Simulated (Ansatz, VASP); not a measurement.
**Two plane-wave programs on PtSe2**

File INCAR:

```
  PREC = Accurate
  ENCUT = 520
  EDIFF = 1E-6
  ISMEAR = -1
  SIGMA = 0.05
  LREAL = F
  LASPH = T
  NELM = 100
  ALGO = Normal
  ISIF = 2
  LWAVE = F
  LCHARG = F
  GGA = B5
  ALDAX = 1.0
  AGGAX = 1.0
  AGGAC = 1.0
  ALDAC = 0.0
  IVDW = 12
  VDW_S6 = 1.0
  VDW_S8 = 2.6996
  VDW_A1 = 0.4298
  VDW_A2 = 4.2359
  NBANDS = 18
```

KPOINTS

```
regular mesh
0
Gamma
  8 8 5
```

File POSCAR:

```
PtSe2
1.0
    3.7970381507      0.0000000000      0.0000000000
   -1.8985190754      3.2883314977      0.0000000000
    0.0000000000      0.0000000000      5.1612801071
Pt Se
1 2
Direct
    0.0000000000      0.0000000000      0.0000000000
    0.6666666667      0.3333333333      0.7500000000
    0.3333333333      0.6666666667      0.2500000000
```

Contents of input.yaml:

```yaml
crystal:
  lattice:
    - [3.7970381507, 0.0, 0.0]
    - [-1.8985190754, 3.2883314977, 0.0]
    - [0.0, 0.0, 5.1612801071]
  atoms:
    - { symbol: Pt, position: [0.0, 0.0, 0.0] }
    - { symbol: Se, position: [0.6666666667, 0.3333333333, 0.75] }
    - { symbol: Se, position: [0.3333333333, 0.6666666667, 0.25] }
hamiltonian:
  xc: blyp
  pseudopotentials: { kind: paw }
  dispersion: d3bj
kpoints:
  mp_grid: { grid: [8, 8, 5] }
scf:
  occupations: { method: fermi_dirac, width: 0.05 }
output:
  forces: true
  stress: true
  eigenvalues: true
```

Alike in both runs: task single point; functional BLYP; dispersion D3(BJ); k mesh 8 × 8 × 5; occupations fermi-dirac, width 0.05 eV; no spin polarisation.

|  | VASP | Ansatz |
| --- | --- | --- |
| version | VASP 6.6.1 | Ansatz 0.2.0 |
| potentials or method | VASP PAW PBE potentials, release 64 (Pt, Se) | Ansatz PAW |
| plane-wave cutoff (eV) | 520 | 420 |
| valence electrons in the cell | 22 | 50 |

VASP gave:

- gap on the k mesh at the Fermi level (eV): none
- pressure (GPa): -0.8
- traceless stress, the component that is largest in VASP (GPa): -0.25
- rms of the force components (eV/Å): 0.224

**Question.** Estimate Ansatz's values.

**Answer.** gap on the k mesh at the Fermi level (eV): none; pressure (GPa): -1.4; traceless stress, the component that is largest in VASP (GPa): -0.11; rms of the force components (eV/Å): 0.196.

VASP's potentials were made for PBE, not for BLYP. Atom by atom the forces differ by 0.028 eV/Å (rms over components). A gap of «none» marks a metal or a gap that the smearing closes. VASP's potentials hold 22 valence electrons a cell and Ansatz's 50, so a difference there can come from the potentials and not from the codes.

Spin-orbit coupling is off throughout.
